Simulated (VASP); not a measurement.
**Ti: single point with LDA**

Ti:

```
Ti
1.0
     0.00000    4.06000    4.06000
     4.06000    0.00000    4.06000
     2.03000    2.03000    0.00000
Ti
4
Direct
  0.97795 0.01786 0.01997
  0.00897 0.48167 0.03104
  0.49867 0.99695 0.99262
  0.51442 0.50352 0.95637
```

```yaml
Program: VASP 6.6.1
Task: single point
Functional: LDA
Potentials_or_basis: VASP PAW LDA potentials, release 64 (Ti_sv)
Cutoff: 520 eV
k_mesh: 4 × 4 × 8
Occupations: fermi-dirac, width 0.08 eV
Spin: no spin polarisation
```

The pressure is -4.4 GPa. The largest force is 0.603 eV/Å and the band gap on the k mesh is zero (band 24 reaches 9.09 eV, above the bottom of band 25 at 7.99 eV).

Forces on the atoms (eV/Å):
```
Ti  -0.401  0.410 -0.187
Ti   0.108 -0.289  0.423
Ti   0.101 -0.117  0.029
Ti   0.191 -0.004 -0.265
```

Stress tensor (GPa, compression positive):
```
-4.59 -0.26 -0.34
-0.26 -4.35 -0.12
-0.34 -0.12 -4.16
```

Levels at points of the mesh, in eV from the Fermi level:
| k point | band 22 | band 23 | band 24 | band 25 | band 26 | band 27 |
| --- | --- | --- | --- | --- | --- | --- |
| (0.00, 0.00, 0.00) | 0.58 | 0.63 | 0.70 | 0.72 | 0.76 | 0.79 |
| (0.50, 0.00, 0.00) | -0.96 | -0.18 | 0.13 | 0.38 | 0.52 | 1.06 |
| (0.00, 0.50, 0.00) | -0.94 | -0.18 | 0.12 | 0.44 | 0.57 | 1.03 |
| (0.50, 0.50, 0.00) | -0.60 | -0.50 | -0.28 | -0.20 | 0.18 | 0.94 |
| (0.00, 0.00, 0.50) | -1.82 | 0.66 | 0.67 | 0.71 | 0.74 | 0.84 |
| (0.50, 0.00, 0.50) | -1.15 | -0.91 | -0.86 | 0.28 | 0.40 | 0.48 |
| (0.00, 0.50, 0.50) | -1.13 | -0.96 | -0.88 | 0.24 | 0.34 | 0.48 |
| (0.50, 0.50, 0.50) | -0.53 | -0.42 | -0.35 | -0.34 | -0.22 | -0.05 |

It took 5.1 min on 1 thread of Intel(R) Xeon(R) Platinum 8259CL CPU @ 2.50GHz (Skylake/Cascade Lake), on a shared host, peak memory 0.24 GiB.
